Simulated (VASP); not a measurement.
Au, 2 atoms in the cell. It takes space group P6_3/mmc (No. 194, hexagonal). Conventional cell: a = 2.900 Å, b = 2.900 Å, c = 4.880 Å, α = 90.00°, β = 90.00°, γ = 120.00°. Within 3.8 Å of Au (site symmetry -6m2) lie 12 Au at 2.90 to 2.96 Å. 

| Item | Value |
| --- | --- |
| Program | VASP 6.6.1 |
| Task | single point |
| Functional | PBE |
| Potentials or basis | VASP PAW PBE potentials, release 64 (Au) |
| Cutoff | 520 eV |
| k mesh | 9 × 9 × 5 |
| Occupations | fermi-dirac, width 0.05 eV |
| Spin | no spin polarisation |
| Dipole correction | no |
| Further INCAR settings | ALGO = Normal; EDIFF = 1e-06; NBANDS = 18 |

Potentials or basis: VASP PAW PBE potentials, release 64 (Au).

Launch:

```sh
$ cat potpaw_PBE.64/Au/POTCAR > POTCAR
$ mpirun -np 1 vasp_std > vasp.out
```

Hardware: 1 thread of Intel(R) Xeon(R) 6975P-C (Granite Rapids), on a shared host.

**Question.** Estimate the wall time of this run.

**Answer.** Wall time 6.2 s on 1 thread of Intel(R) Xeon(R) 6975P-C (Granite Rapids) (shared host), peak memory 0.16 GiB. Counts: scf iterations 11, k points 36.
